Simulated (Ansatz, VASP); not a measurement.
Two plane-wave programs on CdF2

```
Cd F
1.0
     0.00000    2.67750    2.67750
     2.67750    0.00000    2.67750
     2.67750    2.67750    0.00000
Cd F
1 2
Direct
  0.00000 0.00000 0.00000
  0.25000 0.25000 0.25000
  0.75000 0.75000 0.75000
```

Alike in both runs: functional r2SCAN; k mesh 10 × 10 × 10; occupations fermi-dirac, width 0.02 eV; no spin polarisation.

Ansatz relaxed the structure, and its values are those at the end. VASP's run is a single point on that final structure, the one shown.

```csv
,VASP,Ansatz
version,VASP 6.6.1,Ansatz 0.2.0
potentials or method,"VASP PAW PBE potentials, release 64 (Cd, F), cutoff 520 eV",PAW plane waves
valence electrons in the cell,26,34
```

VASP gave:

* gap on the k mesh at the Fermi level (eV): 3.83
* pressure (GPa): 3.3

Q: Estimate Ansatz's values.

A: gap on the k mesh at the Fermi level (eV): 3.87; pressure (GPa): 2.4.

VASP's potentials were made for PBE, not for r2SCAN. VASP's potentials hold 26 valence electrons a cell and Ansatz's 34, so a difference there can come from the potentials and not from the codes. Ansatz's warnings: stress scf threshold loose.
